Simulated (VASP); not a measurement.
Input of a VASP 6.6.1 run:

Contents of INCAR:

```
SYSTEM = Be
ALGO = Fast
EDIFF = 1E-7
EDIFFG = -0.015
ENCUT = 600
GGA = PE
IBRION = 2
ISIF = 3
ISMEAR = 0
LASPH = .TRUE.
LCHARG = .FALSE.
LREAL = .FALSE.
LWAVE = .FALSE.
NELM = 100
NSW = 100
PREC = Accurate
SIGMA = 0.1
```

KPOINTS

```
k-points
0
G
  10 6 4
  0 0 0
```

Contents of POSCAR:

```
Be
1.0
    1.0935538668     -1.8388243126      0.0436920147
   -3.2582580802     -1.8258896343      0.0528805121
    0.0177360539      0.2050062710     -8.4412683887
Be
8
Direct
    0.5635267266      0.8070264793      0.9041123939
    1.0921830909      0.3465773366      0.9064114133
    0.9454168208      0.6603337419      0.3899362285
    0.4148415016      0.1701561577      0.3944624632
    0.5432048749      0.8195280161      0.6028268518
    1.0199138647      0.3391064529      0.6159124960
    0.9586751657      0.6577971140      0.1038446650
    0.4622379548      0.1994747015      0.0824934884
```

Potentials or basis: VASP PAW PBE potentials, release 64 (Be).

Launch:

```sh
$ cat potpaw_PBE.64/Be/POTCAR > POTCAR
$ mpirun -np 1 vasp_std > vasp.out
```

(1) Predict the band gap on the k mesh.

(2) What does it give for the relaxed cell?

(3) What does it give for the space group after relaxing (to 0.1 Å)?

## Answers

(1) zero (bands 8 and 9 overlap by 1.43 eV).

(2) a = 2.260 Å, b = 3.899 Å, c = 7.530 Å, α = 105.13°, β = 98.58°, γ = 90.06°.

(3) P6_3/mmc (No. 194).
